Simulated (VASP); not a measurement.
A run of VASP 6.6.1 is set up as follows.

INCAR

```
  PREC = Accurate
  ENCUT = 520
  EDIFF = 1E-6
  ISMEAR = 0
  SIGMA = 0.05
  LREAL = F
  LASPH = T
  NELM = 100
  ALGO = Normal
  ISIF = 2
  LWAVE = F
  LCHARG = F
  GGA = PS
  NBANDS = 11
```

The input KPOINTS:

```
regular mesh
0
Gamma
  8 8 8
```

File POSCAR:

```
MgS
1.0
    0.0000000000      2.6666912500      2.6666912500
    2.6666912500      0.0000000000      2.6666912500
    2.6666912500      2.6666912500      0.0000000000
Mg S
1 1
Direct
    0.0000000000      0.0000000000      0.0000000000
    0.5000000000      0.5000000000      0.5000000000
```

Potentials or basis: VASP PAW PBE potentials, release 64 (Mg, S).

Command:

```sh
$ cat potpaw_PBE.64/Mg/POTCAR potpaw_PBE.64/S/POTCAR > POTCAR
$ mpirun -np 1 vasp_std > vasp.out
```

**Question.** Predict the band gap on the k mesh.

**Answer.** 2.55 eV, indirect (least direct gap 3.04 eV).

**Question.** What does it give for the pressure?

**Answer.** -5.9 GPa.

Caveat: the cell differs from its parent crystal (strain +0.025 along x and y, +0.025 along z); the PAW data sets were made with another functional, which shifts forces and pressure a little. A k mesh can miss the band edges.
